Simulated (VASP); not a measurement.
# Sb (Pm-3m) in VASP: a series of runs, part 2 of 2

VASP 6.6.1. The steps go on from the part before.

## 4. Electric field gradients, PBEsol (volume scaled by 0.9405)

File INCAR:

```
ALGO = Normal
EDIFF = 1E-8
ENCUT = 520
GGA = PS
ISIF = 2
ISMEAR = -1
LASPH = True
LCHARG = False
LEFG = True
LREAL = False
LWAVE = False
NBANDS = 8
NELM = 60
PREC = Accurate
SIGMA = 0.05
```

File KPOINTS:

```
k-points
0
Gamma
  12 12 12
```

File POSCAR:

```
Sb
1.0
    3.0209360058      0.0000000000      0.0000000000
    0.0000000000      3.0209360058      0.0000000000
    0.0000000000      0.0000000000      3.0209360058
Sb
1
Direct
    0.0000000000      0.0000000000      0.0000000000
```

Potentials or basis: VASP PAW PBE potentials, release 64 (Sb).

Run with:

```bash
$ cat potpaw_PBE.64/Sb/POTCAR > POTCAR
$ mpirun -np 1 vasp_std > vasp.out
```

OUTCAR:

```text
EDIFF = 1E-8
   ENCUT = 520
   GGA = PS
   ISIF = 2
   ISMEAR = -1
   LASPH = True
   LREAL = False
   NELM = 60
   PREC = Accurate

 ion  position               nearest neighbor table
   1  0.000  0.000  0.000-

  LATTYP: Found a simple cubic cell.
 ALAT       =     3.0209360058

  Lattice vectors:

 A1 = (   3.0209360058,   0.0000000000,   0.0000000000)
 A2 = (   0.0000000000,   3.0209360058,   0.0000000000)
 A3 = (   0.0000000000,   0.0000000000,   3.0209360058)

Analysis of symmetry for initial positions (statically):
=====================================================================
 Subroutine PRICEL returns:
 Original cell was already a primitive cell.

 Routine SETGRP: Setting up the symmetry group for a
 simple cubic supercell.

 Subroutine GETGRP returns: Found 48 space group operations
 (whereof 48 operations were pure point group operations)
 out of a pool of 48 trial point group operations.

The static configuration has the point symmetry O_h .

Analysis of symmetry for dynamics (positions and initial velocities):
=====================================================================
 Subroutine PRICEL returns:
 Original cell was already a primitive cell.

 Routine SETGRP: Setting up the symmetry group for a
 simple cubic supercell.

 Subroutine GETGRP returns: Found 48 space group operations
 (whereof 48 operations were pure point group operations)
 out of a pool of 48 trial point group operations.

The dynamic configuration has the point symmetry O_h .

[... 144 lines left out ...]
 E-fermi :   8.1160     XC(G=0): -10.0903

 val. band max:        8.0950485633   @ k =   0.4167   0.2500   0.0833
 cond. band min:       8.1575579855   @ k =   0.1667   0.0833   0.0833
 fundamental gap:      0.0625094221
 Fermi energy:         8.1160402572

 k-point     1 :       0.0000    0.0000    0.0000
  band No.  band energies     occupation
      1      -5.0243      2.00000
      2      11.4729      0.00000
      3      11.4729      0.00000
      4      11.4729      0.00000
      5      15.0478      0.00000
      6      15.0478      0.00000
      7      16.6428      0.00000
      8      26.1887      0.00000
[... 243 lines left out ...]
 k-point    24 :       0.4167    0.3333    0.0000
  band No.  band energies     occupation
      1      -0.9750      2.00000
      2       3.9449      2.00000
      3       6.0780      2.00000
      4      11.9196      0.00000
      5      15.0990      0.00000
      6      19.1665      0.00000
      7      21.2914      0.00000
      8      21.4225      0.00000

 [... further k-points ...]
[... 5 lines left out ...]
  --------------------------------------------------------------------------------------
  -------------------------------------------------------------------------------------
  Total        0.4817379      0.4817379      0.4817379      0.0000000      0.0000000      0.0000000
  in kB       27.9960519     27.9960519     27.9960519      0.0000000      0.0000000      0.0000000
  external PRESSURE =      27.9960519 kB  Pullay stress =       0.0000000 kB

 VOLUME and BASIS-vectors are now :
 -----------------------------------------------------------------------------
  energy-cutoff  :      520.00
  volume of cell :       27.57
      direct lattice vectors                 reciprocal lattice vectors
     3.020936006  0.000000000  0.000000000     0.331023232  0.000000000  0.000000000
     0.000000000  3.020936006  0.000000000     0.000000000  0.331023232  0.000000000
     0.000000000  0.000000000  3.020936006     0.000000000  0.000000000  0.331023232

 POSITION                                       TOTAL-FORCE (eV/Angst)
 -----------------------------------------------------------------------------------
      0.00000      0.00000      0.00000         0.000000      0.000000      0.000000
 -----------------------------------------------------------------------------------
    total drift:                                0.000000      0.000000      0.000000

  FREE ENERGIE OF THE ION-ELECTRON SYSTEM (eV)
  ---------------------------------------------------
  free  energy   TOTEN  =        -4.5123811288 eV

  energy  without entropy=       -4.5066117223  energy(sigma->0) =       -4.50949643

 Electric field gradients (V/A^2)
---------------------------------------------------------------------
 ion       V_xx      V_yy      V_zz      V_xy      V_xz      V_yz
---------------------------------------------------------------------
   1      -0.000     0.000    -0.000    -0.000     0.000    -0.000
---------------------------------------------------------------------

 Electric field gradients after diagonalization (V/A^2)
 (convention: |V_zz| > |V_xx| > |V_yy|)
----------------------------------------------------------------------
 ion       V_xx      V_yy      V_zz     asymmetry (V_yy - V_xx)/ V_zz
----------------------------------------------------------------------
   1       0.000    -0.000    -0.000       0.290
----------------------------------------------------------------------

           NMR quadrupolar parameters

 Cq : quadrupolar parameter    Cq=e*Q*V_zz/h
 eta: asymmetry parameters     (V_yy - V_xx)/ V_zz
 Q  : nuclear electric quadrupole moment in mb (millibarn)
----------------------------------------------------------------------
 ion       Cq(MHz)       eta       Q (mb)
----------------------------------------------------------------------
   1      -0.000       0.290       1.000
----------------------------------------------------------------------
```

OSZICAR:

```text
N       E                     dE             d eps       ncg     rms          rms(c)
DAV:   1     0.540903555549E+01    0.54090E+01   -0.16682E+03  1352   0.409E+02
DAV:   2    -0.441278747999E+01   -0.98218E+01   -0.93703E+01  1936   0.541E+01
DAV:   3    -0.451551318251E+01   -0.10273E+00   -0.10260E+00  1600   0.633E+00
DAV:   4    -0.451593878977E+01   -0.42561E-03   -0.42560E-03  2016   0.486E-01
DAV:   5    -0.451594040324E+01   -0.16135E-05   -0.16129E-05  1672   0.184E-02    0.214E+00
DAV:   6    -0.451381147380E+01    0.21289E-02   -0.16456E-04  1896   0.109E-01    0.128E+00
DAV:   7    -0.451236944312E+01    0.14420E-02   -0.49664E-04  1560   0.173E-01    0.536E-02
DAV:   8    -0.451238037658E+01   -0.10933E-04   -0.13878E-05  1864   0.241E-02    0.481E-03
DAV:   9    -0.451238113785E+01   -0.76127E-06   -0.59140E-07  1744   0.518E-03    0.128E-03
DAV:  10    -0.451238105546E+01    0.82386E-07   -0.13454E-07  1680   0.205E-03    0.862E-04
DAV:  11    -0.451238111650E+01   -0.61040E-07   -0.12719E-09  1576   0.264E-04    0.146E-04
DAV:  12    -0.451238113106E+01   -0.14554E-07   -0.52738E-10  1016   0.130E-04    0.513E-05
DAV:  13    -0.451238112880E+01    0.22572E-08   -0.20399E-11   888   0.337E-05
   1 F= -.45123811E+01 E0= -.45094964E+01  d E =-.576941E-02
```

stdout:

```text
POSCAR found type information on POSCAR Sb
 POSCAR found :  1 types and       1 ions
 scaLAPACK will be used
 -----------------------------------------------------------------------------
|                                                                             |
|                                                                             |
|     You enforced a specific xc type in the INCAR file but a different       |
|     I HOPE YOU KNOW WHAT YOU ARE DOING!                                     |
|                                                                             |
 -----------------------------------------------------------------------------

 LDA part: xc-table for (Slater+PW92), standard interpolation
 POSCAR, INCAR and KPOINTS ok, starting setup
 FFT: planning ... GRIDC
 FFT: planning ... GRID_SOFT
 FFT: planning ... GRID
 WAVECAR not read
 entering main loop
ion   1
```

Wall time 11 s (1 thread of Intel Xeon 6975P-C, shared host); peak memory 0.15 GiB.

Results:

```yaml
Free_energy: -4.5124 eV
Pressure: 2.8 GPa
```

Levels at points of the mesh, in eV from the Fermi level:
```
           k point  band 1  band 2  band 3  band 4  band 5  band 6  band 7  band 8
(0.00, 0.00, 0.00)  -13.14    3.36    3.36    3.36    6.93    6.93    8.53   18.07
(0.50, 0.00, 0.00)  -10.41   -6.26    5.64    5.64    9.19   10.63   11.40   11.60
(0.50, 0.50, 0.00)   -7.49   -4.01   -4.01    1.72    8.02   13.37   13.37   13.45
(0.50, 0.50, 0.50)   -4.16   -1.87   -1.87   -1.87    4.60    4.60    4.60    6.52
```

Caveat: without QUAD_EFG the Cq values of the log hold for a quadrupole moment of 1 mb, not for the nuclei; the PAW data sets were made with another functional, which shifts forces and pressure a little; spin-orbit coupling is left out, which moves the levels of the heavy elements.

## 5. The runs side by side

| level | spin | cell | gap on the mesh (eV) | pressure (GPa) |
| --- | --- | --- | --- | --- |
| r2SCAN | off | a = 3.083 Å, 1 atom | none | 0.2 |
| PBEsol | non-collinear, zero start, SOC | a = 3.083 Å, 1 atom | - | -1.1 |
| PBEsol | off | a = 3.021 Å, 1 atom | none | 2.8 |

Alike in all rows: task electric field gradients; potentials or basis VASP PAW PBE potentials, release 64 (Sb); k mesh 12 × 12 × 12; cutoff (eV) 520; smearing fermi-dirac 0.05 eV.

Caveats: the PAW data sets were made with another functional, which shifts forces and pressure a little; spin-orbit coupling is left out, which moves the levels of the heavy elements (some runs).

Total energies depend on the potentials used, so only differences within one code and one set of settings carry meaning.
